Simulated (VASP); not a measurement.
A run of VASP 6.6.1 is set up as follows.

The input INCAR:

```
SYSTEM = Rh12O
ALGO = Normal ; DIPOL = 0.5 0.5 0.318
EDIFF = 1E-6 ; ENCUT = 520
GGA = PE ; IDIPOL = 3
ISIF = 2 ; ISMEAR = 0
KPAR = 2 ; LASPH = .TRUE.
LCHARG = .FALSE. ; LDIPOL = .TRUE.
LREAL = .FALSE. ; LWAVE = .FALSE.
NBANDS = 105 ; NELM = 80
PREC = Accurate ; SIGMA = 0.1
```

KPOINTS

```
k-points
0
G
  5 5 1
  0 0 0
```

Contents of POSCAR:

```
Rh12O
1.0
    5.4165863251      0.0000000000      0.0000000000
    0.0000000000      5.4165863251      0.0000000000
    0.0000000000      0.0000000000     19.1737394690
Rh O
12 1
Direct
    0.2500000000      0.2500000000      0.2086186686
    0.2500000000      0.7500000000      0.2086186686
    0.7500000000      0.2500000000      0.2086186686
    0.7500000000      0.7500000000      0.2086186686
    0.0000000000      0.0000000000      0.3044995961
    0.0000000000      0.5000000000      0.3044995961
    0.5000000000      0.0000000000      0.3044995961
    0.5000000000      0.5000000000      0.3044995961
    0.2500000000      0.2500000000      0.4002213278
    0.2500000000      0.7500000000      0.4002213278
    0.7500000000      0.2500000000      0.4002213278
    0.7500000000      0.7500000000      0.4002213278
    0.3333333333      0.4166666667      0.4777304972
```

Potentials or basis: VASP PAW PBE potentials, release 64 (Rh_pv, O).

Command:

```console
$ cat potpaw_PBE.64/Rh_pv/POTCAR potpaw_PBE.64/O/POTCAR > POTCAR
$ mpirun -np 2 vasp_std > vasp.out
```

Question: Predict the largest force.

Answer: 1.107 eV/Å.

Question: Estimate the band gap on the k mesh.

Answer: Zero (bands 93 and 94 overlap by 0.72 eV).

Forces on the atoms (eV/Å):
```
Rh  -0.020 -0.044  0.103
Rh  -0.062  0.013  0.019
Rh  -0.016 -0.004  0.029
Rh  -0.123 -0.224 -0.124
Rh   0.044  0.069  0.105
Rh  -0.123 -0.075 -0.386
Rh  -0.164  0.074  0.036
Rh   0.182  0.054 -0.509
Rh  -0.094 -0.551  0.048
Rh   0.032 -0.374  0.706
Rh  -0.013 -0.157  0.037
Rh   0.104  0.145 -0.140
O    0.252  1.075  0.076
```
